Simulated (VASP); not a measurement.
Here is a VASP 6.6.1 calculation.

The input INCAR:

```
ALGO = Normal
EDIFF = 1E-6
ENCUT = 520
GGA = PE
ISIF = 2
ISMEAR = 0
LASPH = T
LCHARG = T
LELF = T
LREAL = F
LVHAR = T
LWAVE = F
NBANDS = 12
NELM = 80
PREC = Accurate
SIGMA = 0.1
```

Contents of KPOINTS:

```
k-points
0
Gamma
  12 12 12
```

The input POSCAR:

```
As
1.0
    1.8033376421      1.0411574731      3.4486465495
   -1.8033376421      1.0411574731      3.4486465495
    0.0000000000     -2.0823149462      3.4486465495
As
2
Direct
    0.2418840330      0.2418840330      0.2418840330
    0.7581159670      0.7581159670      0.7581159670
```

Potentials or basis: VASP PAW PBE potentials, release 64 (As).

Launch:

```console
$ cat potpaw_PBE.64/As/POTCAR > POTCAR
$ mpirun -np 1 vasp_std > vasp.out
```

What does it give for the largest force?

0.741 eV/Å.

What does it give for the pressure?

5.4 GPa.

Predict the band gap on the k mesh.

zero (bands 5 and 6 overlap by 1.61 eV).

Stress tensor (GPa, compression positive):
```
8.04 0.00 0.00
0.00 8.04 0.00
0.00 0.00 0.20
```

Caveat: the cell differs from its parent crystal (strained and its atoms moved); the stress differs along the axes, from 0 to 8 GPa.
